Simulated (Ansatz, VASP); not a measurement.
# Ge3S: VASP beside Ansatz

Contents of INCAR:

```
SYSTEM = Ge3S
PREC     = Accurate       ! precision mode
ENCUT    = 600            ! plane-wave cutoff, eV
EDIFF    = 1E-6           ! SCF threshold, eV
ISMEAR   = 0              ! smearing method
SIGMA    = 0.1            ! smearing width, eV
LREAL    = .FALSE.        ! projectors in reciprocal space
LASPH    = .TRUE.         ! aspherical terms in the spheres
NELM     = 100            ! most SCF steps
ALGO     = Normal         ! electronic algorithm
ISIF     = 3              ! what is computed and relaxed
LWAVE    = .FALSE.        ! write WAVECAR
LCHARG   = .FALSE.        ! write CHGCAR
GGA      = PE             ! functional
IBRION   = 2              ! ionic algorithm
NSW      = 100            ! ionic steps
EDIFFG   = -0.01          ! ionic threshold
```

The input KPOINTS:

```
Automatic mesh
0
G
  8 8 8
  0 0 0
```

Contents of POSCAR:

```
Ge3S
1.0
    5.3083904600      0.0000000000      0.0000000000
    0.0000000000      5.3083904600      0.0000000000
    0.0000000000      0.0000000000      5.3083904600
Ge S
6 2
Direct
    0.5000000000      0.2500000000      0.0000000000
    0.5000000000      0.7500000000      0.0000000000
    0.2500000000      0.0000000000      0.5000000000
    0.7500000000      0.0000000000      0.5000000000
    0.0000000000      0.5000000000      0.2500000000
    0.0000000000      0.5000000000      0.7500000000
    0.5000000000      0.5000000000      0.5000000000
    0.0000000000      0.0000000000      0.0000000000
```

Input for Ansatz:

```yaml
crystal:
  lattice:
    - [5.30839046, 0.0, 0.0]
    - [0.0, 5.30839046, 0.0]
    - [0.0, 0.0, 5.30839046]
  atoms:
    - { symbol: Ge, position: [0.5, 0.25, 0.0] }
    - { symbol: Ge, position: [0.5, 0.75, 0.0] }
    - { symbol: Ge, position: [0.25, 0.0, 0.5] }
    - { symbol: Ge, position: [0.75, 0.0, 0.5] }
    - { symbol: Ge, position: [0.0, 0.5, 0.25] }
    - { symbol: Ge, position: [0.0, 0.5, 0.75] }
    - { symbol: S, position: [0.5, 0.5, 0.5] }
    - { symbol: S, position: [0.0, 0.0, 0.0] }
basis:
  ecutwfc: 420
kpoints:
  mp_grid: { grid: [8, 8, 8] }
hamiltonian:
  xc: pbe
scf:
  occupations: { method: gaussian, width: 0.1 }
output:
  forces: true
  stress: true
  eigenvalues: true
relax:
  adjacent_minimum: "off"
  f_tol: 0.01
  max_steps: 80
  cell: { stress_tol: 0.05 }
```

Change from the starting cell: species swapped into the Mo3Ir type (Pm-3n, No. 223).

Alike in both runs: task relaxation of cell and atoms; functional PBE; k mesh 8 × 8 × 8; occupations gaussian, width 0.1 eV; no spin polarisation.

|  | VASP | Ansatz |
| --- | --- | --- |
| version | VASP 6.6.1 | Ansatz 0.2.0 |
| potentials or method | VASP PAW PBE potentials, release 64 (Ge_d, S), cutoff 600 eV | scalar-relativistic, plane waves, PAW |
| valence electrons in the cell | 96 | 96 |

```csv
,VASP,Ansatz,Ansatz less VASP
"gap on the k mesh at the Fermi level, each at its own relaxed structure (eV)",none,none,-
relaxed volume (Å³/atom),19.55,19.53,-0.016
relaxed length of the cell vector where the two differ most in proportion (Å),5.387,5.386,-0.0015
```

A gap of «none» marks a metal or a gap that the smearing closes.
